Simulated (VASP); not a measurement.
Write the native input for VASP 6.6.1 that does the following.

```yaml
Task: single point
Functional: PBE exchange alone
Potentials_or_basis: VASP PAW PBE potentials, release 64 (Sb_d_GW)
Cutoff: 500 eV
k_mesh: 8 × 8 × 8
Occupations: fermi-dirac, width 0.05 eV
Spin: no spin polarisation
Dipole_correction: no
Second_run: valence_matched
Further_INCAR_settings: ALGO = Normal; EDIFF = 1e-06; NBANDS = 22
```

The structure of Sb lies in POSCAR:

```
Sb
1.0
    2.1825479877      1.2600946682      3.8074530396
   -2.1825479877      1.2600946682      3.8074530396
    0.0000000000     -2.5201893365      3.8074530396
Sb
2
Direct
    0.7665100000      0.7665100000      0.7665100000
    0.2334900000      0.2334900000      0.2334900000
```

These files were run (other wordings do the same):

INCAR

```
SYSTEM = Sb
PREC = Accurate
ENCUT = 500
EDIFF = 1E-6
ISMEAR = -1
SIGMA = 0.05
LREAL = .FALSE.
LASPH = .TRUE.
NELM = 120
ALGO = Normal
ISIF = 2
LWAVE = .FALSE.
LCHARG = .FALSE.
GGA = PE
ALDAC = 0.0
AGGAC = 0.0
NBANDS = 22
GGA_COMPAT = .FALSE.
```

KPOINTS

```
Automatic mesh
0
G
  8 8 8
  0 0 0
```

Potentials or basis: VASP PAW PBE potentials, release 64 (Sb_d_GW).

Command:

```sh
$ cat potpaw_PBE.64/Sb_d_GW/POTCAR > POTCAR
$ mpirun -np 1 vasp_std > vasp.out
```

It gave:

The pressure is 9.5 GPa. The largest force is 0.101 eV/Å. The band gap on the k mesh is zero (band 15 reaches 6.52 eV, above the bottom of band 16 at 6.32 eV).

Caveat: spin-orbit coupling is left out, which moves the levels of the heavy elements.

Wall time 71 s on 1 thread of Intel(R) Xeon(R) Platinum 8559C (Emerald Rapids), on a shared host, peak memory 0.25 GiB.
